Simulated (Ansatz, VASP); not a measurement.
## One calculation of Be2CdTe3, two programs

Contents of INCAR:

```
ALGO = Normal
EDIFF = 1E-7
ENCUT = 520
GGA = PE
ISIF = 2
ISMEAR = 0
LASPH = True
LCHARG = True
LELF = True
LREAL = False
LVHAR = True
LWAVE = False
NBANDS = 46
NELM = 100
PREC = Accurate
SIGMA = 0.1
```

The input KPOINTS:

```
k-points
0
Gamma
  2 2 2
```

POSCAR

```
Be2CdTe3
1.0
    0.0000000000      0.0000000000     -6.8927006153
    6.3071221607     -3.6483296284      0.0000000000
   -6.3071221607     -3.6483296284      0.0000000000
Be Cd Te
4 2 6
Direct
    0.4996377498      0.1687566644      0.5128228140
    0.9996377498      0.4871771860      0.8312433356
    0.9996377498      0.8312433356      0.4871771860
    0.4996377498      0.5128228140      0.1687566644
    0.0001745744      0.1744639730      0.1744639730
    0.5001745744      0.8255360270      0.8255360270
    0.1402922485      0.1637203918      0.5368175586
    0.1402922485      0.5368175586      0.1637203918
    0.0899654291      0.7928374846      0.7928374846
    0.6402922485      0.4631824414      0.8362796082
    0.6402922485      0.8362796082      0.4631824414
    0.5899654291      0.2071625154      0.2071625154
```

Input for Ansatz:

```yaml
crystal:
  lattice:
    - [0.0, 0.0, -6.8927006153]
    - [6.3071221607, -3.6483296284, 0.0]
    - [-6.3071221607, -3.6483296284, 0.0]
  atoms:
    - { symbol: Be, position: [0.4996377498, 0.1687566644, 0.512822814] }
    - { symbol: Be, position: [0.9996377498, 0.487177186, 0.8312433356] }
    - { symbol: Be, position: [0.9996377498, 0.8312433356, 0.487177186] }
    - { symbol: Be, position: [0.4996377498, 0.512822814, 0.1687566644] }
    - { symbol: Cd, position: [0.0001745744, 0.174463973, 0.174463973] }
    - { symbol: Cd, position: [0.5001745744, 0.825536027, 0.825536027] }
    - { symbol: Te, position: [0.1402922485, 0.1637203918, 0.5368175586] }
    - { symbol: Te, position: [0.1402922485, 0.5368175586, 0.1637203918] }
    - { symbol: Te, position: [0.0899654291, 0.7928374846, 0.7928374846] }
    - { symbol: Te, position: [0.6402922485, 0.4631824414, 0.8362796082] }
    - { symbol: Te, position: [0.6402922485, 0.8362796082, 0.4631824414] }
    - { symbol: Te, position: [0.5899654291, 0.2071625154, 0.2071625154] }
basis:
  ecutwfc: 420
kpoints:
  mp_grid: { grid: [2, 2, 2] }
hamiltonian:
  xc: pbe
scf:
  occupations: { method: gaussian, width: 0.1 }
  lower_state_search: "off"
output:
  forces: true
  stress: true
  eigenvalues: true
```

Alike in both runs: task single point; functional PBE; k mesh 2 × 2 × 2; occupations gaussian, width 0.1 eV; no spin polarisation.

|  | VASP | Ansatz |
| --- | --- | --- |
| version | VASP 6.6.1 | Ansatz 0.2.0 |
| potentials or method | VASP PAW PBE potentials, release 64 (Be, Cd, Te), cutoff 520 eV | scalar-relativistic, plane waves, PAW |
| valence electrons in the cell | 68 | 144 |

```csv
,VASP,Ansatz,Ansatz less VASP
gap on the k mesh at the Fermi level (eV),1.94,1.95,+0.011
least direct gap on the mesh (eV),1.98,1.98,+0.008
pressure (GPa),0.2,0.0,-0.13
"traceless stress, the component that is largest in VASP (GPa)",-0.21,-0.21,-0.004
rms of the force components (eV/Å),0.033,0.034,+0.0014
```

Atom by atom the forces differ by 0.003 eV/Å (rms over components). The functional is the same, so the differences come from potentials, cutoffs and numerics. VASP's potentials hold 68 valence electrons a cell and Ansatz's 144, so a difference there can come from the potentials and not from the codes.

The k mesh is coarse, so the values compare programs but aren't converged. Spin-orbit coupling is off throughout.
